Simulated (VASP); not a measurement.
Write the native input for VASP 6.6.1 that does the following.

```yaml
Task: relaxation of cell and atoms
Functional: PBE
Potentials_or_basis: VASP PAW PBE potentials, release 64 (Al, Cu)
Cutoff: 600 eV
k_mesh: 8 × 8 × 8
Occupations: gaussian, width 0.1 eV
Spin: no spin polarisation
Dipole_correction: no
Further_INCAR_settings: ALGO = Fast; EDIFF = 1e-06; IBRION = 2; EDIFFG = -0.04; NSW = 90; ISIF = 3
```

The structure of Al2Cu lies in POSCAR:

```
Al2Cu
1.0
    0.0000000000      2.1810225500      6.5430676500
    1.5422158300      0.0000000000      6.5430676500
    1.5422158300      2.1810225500      0.0000000000
Al Cu
2 1
Direct
    0.8333333300      0.8333333300      0.1666666700
    0.1666666700      0.1666666700      0.8333333300
    0.5000000000      0.5000000000      0.5000000000
```

The input as run:

INCAR

```
ALGO = Fast
EDIFF = 1E-6
EDIFFG = -0.04
ENCUT = 600
GGA = PE
IBRION = 2
ISIF = 3
ISMEAR = 0
LASPH = True
LCHARG = False
LREAL = False
LWAVE = False
NELM = 80
NSW = 90
PREC = Accurate
SIGMA = 0.1
```

KPOINTS

```
k-points
0
Gamma
  8 8 8
```

Potentials or basis: VASP PAW PBE potentials, release 64 (Al, Cu).

Command:

```console
$ cat potpaw_PBE.64/Al/POTCAR potpaw_PBE.64/Cu/POTCAR > POTCAR
$ mpirun -np 1 vasp_std > vasp.out
```

Results of the run:

* Relaxed volume: 14.97 Å³/atom
* Relaxed cell: a = 6.880 Å, b = 6.686 Å, c = 2.718 Å, α = 82.48°, β = 74.45°, γ = 23.06°
* Space group after relaxing (to 0.05 Å): Fmmm (No. 69)
* Energy gained by relaxing: 37.7 meV/atom
* Ionic steps: 8
* Pressure after relaxing: 0.1 GPa
* Largest force after relaxing: 0.019 eV/Å

Wall time 13 min on 1 thread of Intel Xeon 6975P-C (shared host), peak memory 0.31 GiB.
